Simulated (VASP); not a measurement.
Cu2H:

```
Cu H
1.0
    -1.87322    1.87322    4.70853
     1.87322   -1.87322    4.70853
     1.87322    1.87322   -4.70853
Cu H
4 2
Direct
  0.20660 0.20660 0.00000
  0.95660 0.45660 0.50000
  0.54340 0.04340 0.50000
  0.79340 0.79340 0.00000
  0.00000 0.00000 0.00000
  0.75000 0.25000 0.50000
```

| Item | Value |
| --- | --- |
| Program | VASP 6.6.1 |
| Task | relaxation of cell and atoms |
| Functional | PBE |
| Potentials or basis | VASP PAW PBE potentials, release 64 (Cu, H) |
| Cutoff | 600 eV |
| k mesh | 6 × 6 × 6 |
| Occupations | gaussian, width 0.1 eV |
| Spin | no spin polarisation |

At the start: pressure -9.1 GPa; volume 11.01 Å³/atom.

Problem. Where does the relaxation end?

Solution. Over 13 steps the energy falls by 209.8 meV/atom and the volume is 8.92 Å³/atom (-19.0 %); space group I4_1/amd (No. 141, to 0.1 Å) before and after.

Step by step:
| step | energy change (eV) | largest force (eV/Å) | pressure (GPa) | volume (Å³) |
| --- | --- | --- | --- | --- |
| 1 | 0.0000 | 0.8372 | -9.12 | 66.09 |
| 2 | -0.3735 | 0.9561 | -2.78 | 60.27 |
| 3 | -0.4881 | 1.0443 | 5.33 | 55.68 |
| 4 | -0.7691 | 0.6181 | 4.01 | 54.86 |
| 5 | -1.0845 | 0.1231 | 3.89 | 53.12 |
| 6 | -0.3961 | 1.6087 | 18.12 | 49.52 |
| 7 | -1.1124 | 0.0970 | 4.68 | 52.68 |
| 8 | -1.0531 | 0.4485 | 8.44 | 51.02 |
| 9 | -1.1383 | 0.0188 | 5.28 | 52.19 |
| 10 | -1.2096 | 0.0975 | -4.60 | 55.87 |
| 11 | -1.2221 | 0.0751 | -2.37 | 54.78 |
| 12 | -1.2554 | 0.0550 | -0.28 | 53.86 |
| 13 | -1.2589 | 0.0374 | 0.26 | 53.55 |

Final structure:
```cif
data_structure
_symmetry_space_group_name_H-M 'P 1'
_symmetry_Int_Tables_number 1
_cell_length_a 4.6823
_cell_length_b 4.6823
_cell_length_c 4.6823
_cell_angle_alpha 133.223
_cell_angle_beta 133.223
_cell_angle_gamma 68.305
_cell_volume 53.55
loop_
_atom_site_label
_atom_site_type_symbol
_atom_site_fract_x
_atom_site_fract_y
_atom_site_fract_z
_atom_site_occupancy
Cu1 Cu 0.25029 0.25029 0.00000 1
Cu2 Cu 0.00029 0.50029 0.50000 1
Cu3 Cu 0.49971 0.99971 0.50000 1
Cu4 Cu 0.74971 0.74971 0.00000 1
H1 H 0.00000 0.00000 0.00000 1
H2 H 0.75000 0.25000 0.50000 1
```

Caveat: the volume moved by over 15 % at a fixed basis, so the end points are rough.
